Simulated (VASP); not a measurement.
MgO:

```
Mg O
1.0
     0.00000    2.03090    2.03090
     2.03090    0.00000    2.03090
     2.03090    2.03090    0.00000
Mg O
1 1
Direct
  0.00000 0.00000 0.00000
  0.50000 0.50000 0.50000
```

This cell differs from its parent crystal: strain -3.4%.

Program: VASP 6.6.1. Alike in all runs: task single point; potentials or basis VASP PAW PBE potentials, release 64 (Mg, O); no spin polarisation; cell as given; cutoff (eV) 520.

Question: Order these runs on this cell by their band gap on the k mesh, lowest first.
A. level HSE06; k mesh 8 × 8 × 8; smearing gaussian 0.01 eV; grid for exact exchange (PRECFOCK) Normal; screening parameter 0.2079 1/Å
B. level PBE; k mesh 10 × 10 × 10; smearing fermi-dirac 0.02 eV
C. level r2SCAN; k mesh 10 × 10 × 10; smearing gaussian 0.01 eV

Answer: B (5.86 eV), C (6.78 eV), A (7.68 eV).
